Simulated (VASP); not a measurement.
Sr, 2 atoms in the cell. Symmetry: P6_3/mmc, No. 194, hexagonal system. The conventional cell has a = 4.289 Å, b = 4.289 Å, c = 7.120 Å, α = 90.00°, β = 90.00°, γ = 120.00°. Within 5.6 Å of Sr (site symmetry -6m2) lie 12 Sr at 4.29 to 4.34 Å. This isn't the form of Sr at room conditions, which is fcc. This cell differs from its parent crystal: z stretched by +1 % at fixed volume.

* Program: VASP 6.6.1
* Task: electric field gradients
* Functional: PBE
* Potentials or basis: VASP PAW PBE potentials, release 64 (Sr_sv)
* Cutoff: 520 eV
* k mesh: 9 × 9 × 5
* Occupations: fermi-dirac, width 0.03 eV
* Spin: no spin polarisation
* Dipole correction: no
* Further INCAR settings: ALGO = Normal; EDIFF = 1e-08; NBANDS = 17

Potentials or basis: VASP PAW PBE potentials, release 64 (Sr_sv).

The run is started by

```bash
$ cat potpaw_PBE.64/Sr_sv/POTCAR > POTCAR
$ mpirun -np 1 vasp_std > vasp.out
```

Hardware: 1 thread of AMD EPYC 9R45 96-Core Processor (Zen 5), on a shared host.

Task: How long does it take, and how much memory?

Result: It took 31 s on 1 thread of AMD EPYC 9R45 96-Core Processor (Zen 5) (shared host), peak memory 0.21 GiB. Counts: scf iterations 14, k points 36.
